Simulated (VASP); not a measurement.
A run of VASP 6.6.1:

POSCAR

```
NbAs
1.0
   -1.7258500000      1.7258500000      5.8400000000
    1.7258500000     -1.7258500000      5.8400000000
    1.7258500000      1.7258500000     -5.8400000000
Nb As
2 2
Direct
    0.5000000000      0.0000000000      0.5000000000
    0.7500000000      0.7500000000      0.0000000000
    0.9160000000      0.4160000000      0.5000000000
    0.1660000000      0.1660000000      0.0000000000
```

INCAR.step1

```
ALGO = Normal
EDIFF = 1E-6
ENCUT = 520
ISIF = 2
ISMEAR = -1
LASPH = T
LCHARG = T
LMAXMIX = 4
LREAL = F
LWAVE = F
NBANDS = 26
NELM = 80
PREC = Accurate
SIGMA = 0.05
```

KPOINTS.step1

```
k-points
0
Gamma
  11 11 11
```

The input INCAR.step2:

```
ALGO = Normal
EDIFF = 1E-6
ENCUT = 520
ICHARG = 11
ISIF = 2
ISMEAR = -5
LASPH = T
LCHARG = F
LMAXMIX = 4
LORBIT = 10
LREAL = F
LWAVE = F
NBANDS = 26
NEDOS = 2001
NELM = 80
PREC = Accurate
SIGMA = 0.05
```

File KPOINTS.step2:

```
k-points
0
Gamma
  17 17 17
```

Potentials or basis: VASP PAW LDA potentials, release 64 (Nb_sv, As).

The run is started by

```bash
$ cat potpaw_LDA.64/Nb_sv/POTCAR potpaw_LDA.64/As/POTCAR > POTCAR
$ cp INCAR.step1 INCAR
$ cp KPOINTS.step1 KPOINTS
$ mpirun -np 1 vasp_std > vasp.out
$ cp INCAR.step2 INCAR
$ cp KPOINTS.step2 KPOINTS
$ mpirun -np 1 vasp_std > vasp.out
```

Hardware: 1 thread of Intel(R) Xeon(R) 6975P-C (Granite Rapids), with other jobs on the host.

Estimate the wall time of this run.

Run time: 12 min on 1 thread of Intel(R) Xeon(R) 6975P-C (Granite Rapids), with other jobs on the host, peak memory 0.72 GiB. Counts: k points 405.
